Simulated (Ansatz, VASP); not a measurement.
# MgCd2SO2 in VASP and in Ansatz

INCAR

```
SYSTEM = MgCd2SO2
ALGO     = Normal         ! electronic algorithm
EDIFF    = 1E-6           ! SCF threshold, eV
EDIFFG   = -0.04          ! ionic threshold
ENCUT    = 600            ! plane-wave cutoff, eV
GGA      = PE             ! functional
IBRION   = 2              ! ionic algorithm
ISIF     = 3              ! what is computed and relaxed
ISMEAR   = 0              ! smearing method
LASPH    = .True.         ! aspherical terms in the spheres
LCHARG   = .False.        ! write CHGCAR
LREAL    = .False.        ! projectors in reciprocal space
LWAVE    = .False.        ! write WAVECAR
NELM     = 100            ! most SCF steps
NSW      = 90             ! ionic steps
PREC     = Accurate       ! precision mode
SIGMA    = 0.1            ! smearing width, eV
```

The input KPOINTS:

```
k-points
0
Gamma
  6 6 6
  0 0 0
```

The input POSCAR:

```
MgCd2SO2
1.0
   -2.1291549726      2.1291549726      5.4631669211
    2.1291549726     -2.1291549726      5.4631669211
    2.1291549726      2.1291549726     -5.4631669211
Mg Cd S O
1 2 1 2
Direct
    0.5000000000      0.5000000000      0.0000000000
    0.7500000000      0.2500000000      0.5000000000
    0.2500000000      0.7500000000      0.5000000000
    0.0000000000      0.0000000000      0.0000000000
    0.3217536966      0.3217536966      0.0000000000
    0.6782463034      0.6782463034      0.0000000000
```

Input for Ansatz:

```yaml
crystal:
  lattice:
    - [-2.1291549726, 2.1291549726, 5.4631669211]
    - [2.1291549726, -2.1291549726, 5.4631669211]
    - [2.1291549726, 2.1291549726, -5.4631669211]
  atoms:
    - { symbol: Mg, position: [0.5, 0.5, 0.0] }
    - { symbol: Cd, position: [0.75, 0.25, 0.5] }
    - { symbol: Cd, position: [0.25, 0.75, 0.5] }
    - { symbol: S, position: [0.0, 0.0, 0.0] }
    - { symbol: O, position: [0.3217536966, 0.3217536966, 0.0] }
    - { symbol: O, position: [0.6782463034, 0.6782463034, 0.0] }
basis:
  ecutwfc: 420
kpoints:
  mp_grid: { grid: [6, 6, 6] }
hamiltonian:
  xc: pbe
scf:
  occupations: { method: gaussian, width: 0.1 }
  lower_state_search: "off"
output:
  forces: true
  stress: true
  eigenvalues: true
relax:
  adjacent_minimum: "off"
  f_tol: 0.04
  max_steps: 70
  cell: { stress_tol: 0.4 }
```

Alike in both runs: task relaxation of cell and atoms; functional PBE; k mesh 6 × 6 × 6; occupations gaussian, width 0.1 eV; no spin polarisation.

|  | VASP | Ansatz |
| --- | --- | --- |
| version | VASP 6.6.1 | Ansatz 0.2.0 |
| potentials or method | VASP PAW PBE potentials, release 64 (Mg, Cd, S, O), cutoff 600 eV | scalar-relativistic, plane waves, PAW |
| valence electrons in the cell | 44 | 68 |

|  | VASP | Ansatz | Ansatz less VASP |
| --- | --- | --- | --- |
| gap on the k mesh at the Fermi level, each at its own relaxed structure (eV) | 0.14 | 0.20 | +0.061 |
| relaxed volume (Å³/atom) | 16.69 | 16.51 | -0.182 |
| relaxed cell length with the largest relative difference (Å) | 6.255 | 6.238 | -0.0170 |

VASP's potentials hold 44 valence electrons a cell and Ansatz's 68, so a difference there can come from the potentials and not from the codes.
